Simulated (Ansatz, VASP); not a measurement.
# One calculation of SiO2, two programs

```xyz
24
Lattice="7.0503 0.0000 0.0000 0.0000 7.0503 0.0000 0.0000 0.0000 7.0503" Properties=species:S:1:pos:R:3 pbc="T T T"
Si    2.0006    2.0006    2.0006
Si    1.5246    5.0497    5.5257
Si    5.5257    1.5246    5.0497
Si    5.0497    5.5257    1.5246
Si    7.2059    7.2059    7.2059
Si    3.3696   -0.1556    3.6807
Si    3.6807    3.3696   -0.1556
Si   -0.1556    3.6807    3.3696
O     1.0770    1.0770    1.0770
O     2.4482    5.9733    4.6021
O     4.6021    2.4482    5.9733
O     5.9733    4.6021    2.4482
O     4.5060    4.6843    0.2673
O     6.0695    2.3660    3.7925
O     0.9808    5.8911    6.7830
O     2.5443    1.1592    3.2578
O     0.2673    4.5060    4.6843
O     3.7925    6.0695    2.3660
O     6.7830    0.9808    5.8911
O     3.2578    2.5443    1.1592
O     4.6843    0.2673    4.5060
O     2.3660    3.7925    6.0695
O     5.8911    6.7830    0.9808
O     1.1592    3.2578    2.5443
```

Alike in both runs: task single point; functional LDA; k mesh 4 × 4 × 4; occupations gaussian, width 0.02 eV; no spin polarisation.

```csv
,VASP,Ansatz
version,VASP 6.6.1,Ansatz 0.2.0
potentials or method,"VASP PAW LDA potentials, release 64 (Si, O), cutoff 520 eV","scalar-relativistic, plane waves, PAW"
valence electrons in the cell,128,128
```

```tsv
	VASP	Ansatz	Ansatz less VASP
gap on the k mesh at the Fermi level (eV)	5.64	5.64	+0.003
least direct gap on the mesh (eV)	5.64	5.65	+0.003
```

LDA's correlation is that of Perdew and Zunger in VASP and of Perdew and Wang (1992) in Ansatz.
